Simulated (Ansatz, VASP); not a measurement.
One calculation of TiSi2, two programs

Contents of INCAR:

```
PREC = Accurate
ENCUT = 520
EDIFF = 1E-7
ISMEAR = -1
SIGMA = 0.05
LREAL = False
LASPH = True
NELM = 60
ALGO = Normal
ISIF = 2
LWAVE = False
LCHARG = True
GGA = PE
LELF = True
LVHAR = True
NBANDS = 29
```

File KPOINTS:

```
Automatic mesh
0
Gamma
  6 6 6
```

File POSCAR:

```
TiSi2
1.0
    0.0000000000      4.1175163063      4.3055268138
    2.3895119538      0.0000000000      4.3055268138
    2.3895119538      4.1175163063      0.0000000000
Ti Si
2 4
Direct
    0.7500000000      0.7500000000      0.7500000000
    0.5000000000      0.5000000000      0.5000000000
    0.4125656100      0.0874343900      0.4125656100
    0.0874343900      0.4125656100      0.0874343900
    0.1625656100      0.8374343900      0.1625656100
    0.8374343900      0.1625656100      0.8374343900
```

File input.yaml:

```yaml
crystal:
  lattice:
    - [0.0, 4.1175163063, 4.3055268138]
    - [2.3895119538, 0.0, 4.3055268138]
    - [2.3895119538, 4.1175163063, 0.0]
  atoms:
    - { symbol: Ti, position: [0.75, 0.75, 0.75] }
    - { symbol: Ti, position: [0.5, 0.5, 0.5] }
    - { symbol: Si, position: [0.41256561, 0.08743439, 0.41256561] }
    - { symbol: Si, position: [0.08743439, 0.41256561, 0.08743439] }
    - { symbol: Si, position: [0.16256561, 0.83743439, 0.16256561] }
    - { symbol: Si, position: [0.83743439, 0.16256561, 0.83743439] }
hamiltonian:
  xc: pbe
  pseudopotentials: { kind: paw }
kpoints:
  mp_grid: { grid: [6, 6, 6] }
  band_path:
    path:
      - [[0.0, 0.0, 0.0], [0.5, 0.0, 0.5], [1.0, 0.5, 0.5], [0.5, 0.5, 0.0], [0.0, 0.0, 0.0], [0.0, 0.411197962, 0.411197962], [0.5, 0.2428073932, 0.7428073932], [0.5, 0.0, 0.5]]
      - [[1.0, 0.5, 0.5], [1.0, 0.588802038, 0.588802038]]
      - [[0.0, 0.411197962, 0.411197962], [0.5, 0.7571926068, 0.2571926068], [0.5, 0.5, 0.0]]
      - [[0.5, 0.5, 0.5], [0.0, 0.0, 0.0]]
    npoints: 14
scf:
  occupations: { method: fermi_dirac, width: 0.05 }
  n_extra_bands: 15
output:
  forces: true
  stress: true
  eigenvalues: true
  fatbands: true
  write_density: true
  write_potential: true
  elf: true
  volumetric_format: npy
```

Alike in both runs: functional PBE; k mesh 6 × 6 × 6; occupations fermi-dirac, width 0.05 eV; no spin polarisation.

|  | VASP | Ansatz |
| --- | --- | --- |
| version | VASP 6.6.1 | Ansatz 0.2.0 |
| potentials or method | VASP PAW PBE potentials, release 64 (Ti_sv, Si) | Ansatz PAW |
| plane-wave cutoff (eV) | 520 | 420 |
| valence electrons in the cell | 40 | 40 |
| task | single point | band structure |

|  | VASP | Ansatz | Ansatz less VASP |
| --- | --- | --- | --- |
| gap on the k mesh at the Fermi level (eV) | none | none | - |
| pressure (GPa) | 0.3 | 0.4 | +0.04 |
| traceless stress, the component that is largest in VASP (GPa) | -2.95 | -2.96 | -0.004 |
| rms of the force components (eV/Å) | 0.025 | 0.025 | +0.0004 |

Atom by atom the forces differ by 0.000 eV/Å (rms over components). A gap of «none» marks a metal or a gap that the smearing closes. With one functional, cell and mesh, what is left measures potentials, basis and numerics.
